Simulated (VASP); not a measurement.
Write the native input for VASP 6.6.1 that does the following.

```yaml
Task: relaxation of cell and atoms
Functional: PBEsol
Potentials_or_basis: VASP PAW PBE potentials, release 64 (Tl_d)
Cutoff: 600 eV
k_mesh: 11 × 11 × 3
Occupations: fermi-dirac, width 0.1 eV
Spin: no spin polarisation
Dipole_correction: no
Further_INCAR_settings: ALGO = Normal; EDIFF = 1e-06; IBRION = 2; EDIFFG = -0.01; NSW = 80; ISIF = 3
```

The structure of Tl lies in POSCAR:

```
Tl
1.0
    3.4099606388      0.0000000000      0.0000000000
   -1.7049803194      2.9531125391      0.0000000000
    0.0000000000      0.0000000000     11.1369314463
Tl
4
Direct
    0.0000000000      0.0000000000      0.0000000000
    0.0000000000      0.0000000000      0.5000000000
    0.3333333333      0.6666666667      0.2500000000
    0.6666666667      0.3333333333      0.7500000000
```

The input as run:

INCAR

```
SYSTEM = Tl
PREC = Accurate
ENCUT = 600
EDIFF = 1E-6
ISMEAR = -1
SIGMA = 0.1
LREAL = .FALSE.
LASPH = .TRUE.
NELM = 80
ALGO = Normal
ISIF = 3
LWAVE = .FALSE.
LCHARG = .FALSE.
GGA = PS
IBRION = 2
NSW = 80
EDIFFG = -0.01
```

KPOINTS

```
Automatic mesh
0
G
  11 11 3
  0 0 0
```

Potentials or basis: VASP PAW PBE potentials, release 64 (Tl_d).

Command:

```console
$ cat potpaw_PBE.64/Tl_d/POTCAR > POTCAR
$ mpirun -np 1 vasp_std > vasp.out
```

Results of the run:

```json
{"Relaxed volume": "28.41 Å³/atom", "Relaxed cell": "a = 3.431 Å, b = 3.431 Å, c = 11.151 Å, α = 90.00°, β = 90.00°, γ = 120.00°", "Space group after relaxing (to 0.1 Å)": "P6_3/mmc (No. 194)", "Energy gained by relaxing": "0.7 meV/atom", "Ionic steps": "6", "Pressure after relaxing": "0.0 GPa", "Band gap on the k mesh": "zero (bands 26 and 27 overlap by 4.44 eV)"}
```

Caveat: the PAW data sets were made with another functional, which shifts forces and pressure a little; spin-orbit coupling is left out, which moves the levels of the heavy elements.

Wall time 6.3 min on 1 thread of Intel(R) Xeon(R) Platinum 8259CL CPU @ 2.50GHz (Skylake/Cascade Lake), with other jobs on the host, peak memory 0.31 GiB.
